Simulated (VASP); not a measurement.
# MgO (Fm-3m) in VASP: single point with PBE

Aim: the single point of MgO with PBE.

All numbers are computed with VASP 6.6.1; they aren't measurements. Logs are shortened: lines on timing, memory, paths and dates and some standing lists are left out, and cuts for length are marked.

## (1) The cell of the first run

It takes space group Fm-3m (No. 225, cubic). The conventional cell has a = 4.309 Å, b = 4.309 Å, c = 4.309 Å, α = 90.00°, β = 90.00°, γ = 90.00°. Mg (site symmetry m-3m) has 6 O at 2.15 Å within 2.9 Å. Within 2.9 Å of O (site symmetry m-3m) lie 6 Mg at 2.15 Å.

## (2) Single point, PBE

Contents of INCAR:

```
  PREC = Accurate
  ENCUT = 840
  EDIFF = 1E-6
  ISMEAR = -1
  SIGMA = 0.05
  LREAL = F
  LASPH = T
  NELM = 120
  ALGO = Normal
  ISIF = 2
  LWAVE = F
  LCHARG = T
  GGA = PE
  LELF = T
  LVHAR = T
  NBANDS = 15
  GGA_COMPAT = F
```

Contents of KPOINTS:

```
regular mesh
0
Gamma
  9 9 9
```

Contents of POSCAR:

```
MgO
1.0
    0.0000000000      2.1544500000      2.1544500000
    2.1544500000      0.0000000000      2.1544500000
    2.1544500000      2.1544500000      0.0000000000
Mg O
1 1
Direct
    0.0000000000      0.0000000000      0.0000000000
    0.5000000000      0.5000000000      0.5000000000
```

Potentials or basis: VASP PAW PBE potentials, release 64 (Mg_sv, O).

The run is started by

```sh
> cat potpaw_PBE.64/Mg_sv/POTCAR potpaw_PBE.64/O/POTCAR > POTCAR
> mpirun -np 1 vasp_std > vasp.out
```

OUTCAR:

```text
PREC = Accurate
   ENCUT = 840
   EDIFF = 1E-6
   ISMEAR = -1
   LREAL = F
   LASPH = T
   NELM = 120
   ISIF = 2
   GGA = PE

 ion  position               nearest neighbor table
   1  0.000  0.000  0.000-
   2  0.500  0.500  0.500-

  LATTYP: Found a face centered cubic cell.
 ALAT       =     4.3089000000

  Lattice vectors:

 A1 = (   0.0000000000,   2.1544500000,   2.1544500000)
 A2 = (   2.1544500000,   0.0000000000,   2.1544500000)
 A3 = (   2.1544500000,   2.1544500000,   0.0000000000)

Analysis of symmetry for initial positions (statically):
=====================================================================
 Subroutine PRICEL returns:
 Original cell was already a primitive cell.

 Routine SETGRP: Setting up the symmetry group for a
 face centered cubic supercell.

 Subroutine GETGRP returns: Found 48 space group operations
 (whereof 48 operations were pure point group operations)
 out of a pool of 48 trial point group operations.

The static configuration has the point symmetry O_h .

Analysis of symmetry for dynamics (positions and initial velocities):
=====================================================================
 Subroutine PRICEL returns:
 Original cell was already a primitive cell.

 Routine SETGRP: Setting up the symmetry group for a
 face centered cubic supercell.

 Subroutine GETGRP returns: Found 48 space group operations
 (whereof 48 operations were pure point group operations)
 out of a pool of 48 trial point group operations.

The dynamic configuration has the point symmetry O_h .

 Subroutine INISYM returns: Found 48 space group operations
 (whereof 48 operations are pure point group operations),
 and found     1 'primitive' translations

----------------------------------------------------------------------------------------

                                     Primitive cell

  volume of cell :      20.0004

  direct lattice vectors                    reciprocal lattice vectors
     0.000000000  2.154450000  2.154450000    -0.232077792  0.232077792  0.232077792
     2.154450000  0.000000000  2.154450000     0.232077792 -0.232077792  0.232077792
     2.154450000  2.154450000  0.000000000     0.232077792  0.232077792 -0.232077792

  length of vectors
     3.046852409  3.046852409  3.046852409     0.401970528  0.401970528  0.401970528

  position of ions in fractional coordinates (direct lattice)
     0.000000000  0.000000000  0.000000000
     0.500000000  0.500000000  0.500000000

  ion indices of the primitive-cell ions
   primitive index   ion index
                 1           1
                 2           2

----------------------------------------------------------------------------------------

 KPOINTS: regular mesh

Automatic generation of k-mesh.
 Grid dimensions read from file:
 generate k-points for:    9    9    9

 Generating k-lattice:

  Cartesian coordinates                     Fractional coordinates (reciprocal lattice)
    -0.025786421  0.025786421  0.025786421     0.111111111  0.000000000  0.000000000
     0.025786421 -0.025786421  0.025786421     0.000000000  0.111111111  0.000000000
     0.025786421  0.025786421 -0.025786421     0.000000000  0.000000000  0.111111111

  Length of vectors
     0.044663392  0.044663392  0.044663392

  Shift w.r.t. Gamma in fractional coordinates (k-lattice)
     0.000000000  0.000000000  0.000000000

 Subroutine IBZKPT returns following result:
 ===========================================

 Found     35 irreducible k-points:

 Following reciprocal coordinates:
            Coordinates               Weight
  0.000000  0.000000  0.000000      1.000000
  0.111111  0.000000  0.000000      8.000000
  0.222222  0.000000  0.000000      8.000000
  0.333333  0.000000  0.000000      8.000000
  0.444444  0.000000  0.000000      8.000000
  0.111111  0.111111  0.000000      6.000000
[... 16 lines left out ...]
 -0.333333  0.333333  0.000000     12.000000
  0.444444  0.444444  0.000000      6.000000
 [... further k-points ...]
   k-points           NKPTS =     35   k-points in BZ     NKDIM =     35   number of bands    NBANDS=     15
   number of dos      NEDOS =    301   number of ions     NIONS =      2
   total plane-waves  NPLWV =  27000
   dimension x,y,z NGX =    30 NGY =   30 NGZ =   30
   dimension x,y,z NGXF=    60 NGYF=   60 NGZF=   60
   ions per type =               1   1
   NGX,Y,Z   is equivalent  to a cutoff of  16.37, 16.37, 16.37 a.u.
   NGXF,Y,Z  is equivalent  to a cutoff of  32.74, 32.74, 32.74 a.u.
 SYSTEM =  unknown system
   PREC   = accura    normal or accurate (medium, high low for compatibility)
   ISTART =      0    job   : 0-new  1-cont  2-samecut
   ICHARG =      2    charge: 1-file 2-atom 10-const
   ISPIN  =      1    spin polarized calculation?
   LNONCOLLINEAR =      F non collinear calculations
   LSORBIT =      F    spin-orbit coupling
   LASPH  =      T    aspherical Exc in radial PAW
   ENCUT  =  840.0 eV  61.74 Ry    7.86 a.u.   7.20  7.20  7.20*2*pi/ulx,y,z
   NELM   =    120;   NELMIN=  2; NELMDL= -5     # of ELM steps
   EDIFF  = 0.1E-05   stopping-criterion for ELM
   LREAL  =      F    real-space projection
   EDIFFG = 0.1E-04   stopping-criterion for IOM
   NSW    =      0    number of steps for IOM
   IBRION =     -1    ionic relax: 0-MD 1-quasi-New 2-CG
   NFREE  =      0    steps in history (QN), initial steepest desc. (CG)
   ISIF   =      2    stress and relaxation
   ISYM   =      2    0-nonsym 1-usesym 2-fastsym
   POTIM  = 0.5000    time-step for ionic-motion
   TEBEG  =    0.0;   TEEND  =   0.0 temperature during run
   PSTRESS=    0.0 pullay stress
   NELECT =      16.0000    total number of electrons
   NUPDOWN=      -1.0000    fix difference up-down
   EMIN   =  10.00;   EMAX   =-10.00  energy-range for DOS
   EFERMI =   0.00;   METHOD = LEGACY
   ISMEAR =    -1;   SIGMA  =   0.05  broadening in eV -4-tet -1-fermi 0-gaus
   EFERMI_NEDOS =   21; number of points for ismear=-14 and -15
   IALGO  =     38    algorithm
   IMIX   =      4    mixing-type and parameters
     AMIX     =   0.40;   BMIX     =  1.00
     AMIX_MAG =   1.60;   BMIX_MAG =  1.00
  volume/ion in A,a.u.               =      10.00        67.48
  Fermi-wavevector in a.u.,A,eV,Ry     =   1.519737  2.871886 31.424019  2.309600
  Thomas-Fermi vector in A             =   2.628682
   LORBIT       =      0    0 simple, 1 ext, 2 COOP (PROOUT), +10 PAW based schemes
   GGA     = PE    functional components
   LHFCALC =     F    Hartree Fock is set to
   AEXX    =    0.0000 exact exchange contribution
   IVDW    =     0    specifies the selected vdW correction
   LEPSILON=     F    determine dielectric tensor
   LRPA    =     F    only Hartree local field effects (RPA)
 non-spin polarized calculation
  energy-cutoff  :      840.00
  volume of cell :       20.00
 maximum number of plane-waves:      1125
 NGX is ok and might be reduce to    30
   NGX = 15   NGY = 15   NGZ = 15

 number of electron      15.9999998 magnetization

 Free energy of the ion-electron system (eV)
  ---------------------------------------------------
  ext. energy  EPLUGINS =         0.00000000
  ---------------------------------------------------
  free energy    TOTEN  =       -11.87424439 eV

  energy without entropy =      -11.87424439  energy(sigma->0) =      -11.87424439

 E-fermi :   3.4762     XC(G=0): -11.0528

 val. band max:        2.4433119806   @ k =   0.0000   0.0000   0.0000
 cond. band min:       6.5493696340   @ k =   0.0000   0.0000   0.0000
 fundamental gap:      4.1060576535
 Fermi energy:         3.4762334130

 k-point     1 :       0.0000    0.0000    0.0000
  band No.  band energies     occupation
      1     -70.0683      2.00000
      2     -36.8007      2.00000
      3     -36.8007      2.00000
      4     -36.8007      2.00000
      5     -14.4730      2.00000
      6       2.4433      2.00000
      7       2.4433      2.00000
      8       2.4433      2.00000
      9       6.5494      0.00000
     10      17.8600      0.00000
     11      17.8600      0.00000
     12      17.8600      0.00000
     13      21.5967      0.00000
     14      23.3017      0.00000
     15      23.3017      0.00000

 k-point     2 :       0.1111    0.0000    0.0000
  band No.  band energies     occupation
      1     -70.0680      2.00000
      2     -36.8086      2.00000
      3     -36.8016      2.00000
      4     -36.8016      2.00000
      5     -14.3554      2.00000
      6       1.6793      2.00000
      7       2.3699      2.00000
      8       2.3699      2.00000
      9       7.3085      0.00000
     10      16.4373      0.00000
     11      18.1195      0.00000
     12      18.1195      0.00000
     13      22.3677      0.00000
     14      22.3677      0.00000
     15      23.3247      0.00000

 k-point     3 :       0.2222    0.0000    0.0000
  band No.  band energies     occupation
      1     -70.0661      2.00000
      2     -36.8279      2.00000
      3     -36.8037      2.00000
      4     -36.8037      2.00000
      5     -14.0414      2.00000
      6       0.2649      2.00000
      7       2.1907      2.00000
      8       2.1907      2.00000
      9       8.6411      0.00000
     10      14.8478      0.00000
     11      18.5232      0.00000
     12      18.5232      0.00000
     13      21.7727      0.00000
     14      21.7727      0.00000
     15      23.5590      0.00000
[... 343 lines left out ...]
 k-point    23 :      -0.3333    0.3333    0.0000
  band No.  band energies     occupation
      1     -70.0613      2.00000
      2     -36.8436      2.00000
      3     -36.8406      2.00000
      4     -36.8146      2.00000
      5     -13.1432      2.00000
      6      -0.5613      2.00000
      7      -0.3871      2.00000
      8       1.5322      2.00000
      9      12.3179      0.00000
     10      14.1056      0.00000
     11      14.1547      0.00000
     12      19.3535      0.00000
     13      20.4347      0.00000
     14      24.9225      0.00000
     15      28.8027      0.00000

 k-point    24 :       0.4444    0.4444    0.0000
  band No.  band energies     occupation
      1     -70.0608      2.00000
      2     -36.8553      2.00000
      3     -36.8223      2.00000
      4     -36.8223      2.00000
      5     -13.1693      2.00000
      6      -1.2817      2.00000
      7       1.2269      2.00000
      8       1.2269      2.00000
      9      11.5747      0.00000
     10      11.6988      0.00000
     11      14.8567      0.00000
     12      20.3470      0.00000
     13      20.3470      0.00000
     14      26.6997      0.00000
     15      28.0748      0.00000

 [... further k-points ...]
[... 5 lines left out ...]
  --------------------------------------------------------------------------------------
  -------------------------------------------------------------------------------------
  Total       -0.6650709     -0.6650709     -0.6650709      0.0000000      0.0000000     -0.0000000
  in kB      -53.2769407    -53.2769407    -53.2769407      0.0000000      0.0000000     -0.0000000
  external PRESSURE =     -53.2769407 kB  Pullay stress =       0.0000000 kB

 VOLUME and BASIS-vectors are now :
 -----------------------------------------------------------------------------
  energy-cutoff  :      840.00
  volume of cell :       20.00
      direct lattice vectors                 reciprocal lattice vectors
     0.000000000  2.154450000  2.154450000    -0.232077792  0.232077792  0.232077792
     2.154450000  0.000000000  2.154450000     0.232077792 -0.232077792  0.232077792
     2.154450000  2.154450000  0.000000000     0.232077792  0.232077792 -0.232077792

 POSITION                                       TOTAL-FORCE (eV/Angst)
 -----------------------------------------------------------------------------------
      0.00000      0.00000      0.00000         0.000000      0.000000     -0.000000
      2.15445      2.15445      2.15445        -0.000000     -0.000000      0.000000
 -----------------------------------------------------------------------------------
    total drift:                                0.000000      0.000000      0.000000

  FREE ENERGIE OF THE ION-ELECTRON SYSTEM (eV)
  ---------------------------------------------------
  free  energy   TOTEN  =       -11.8742443902 eV

  energy  without entropy=      -11.8742443902  energy(sigma->0) =      -11.87424439
```

Wall time 28 s (1 thread of Intel Xeon Platinum 8375C at 2.90GHz (Ice Lake), shared host); peak memory 0.17 GiB.

What came out:

```
Free energy            : -11.8742 eV
Pressure               : -5.3 GPa
Band gap on the k mesh : 4.11 eV
```

Caveat: the cell stands under tension. As with any semilocal functional, this PBE gap is likely too small.
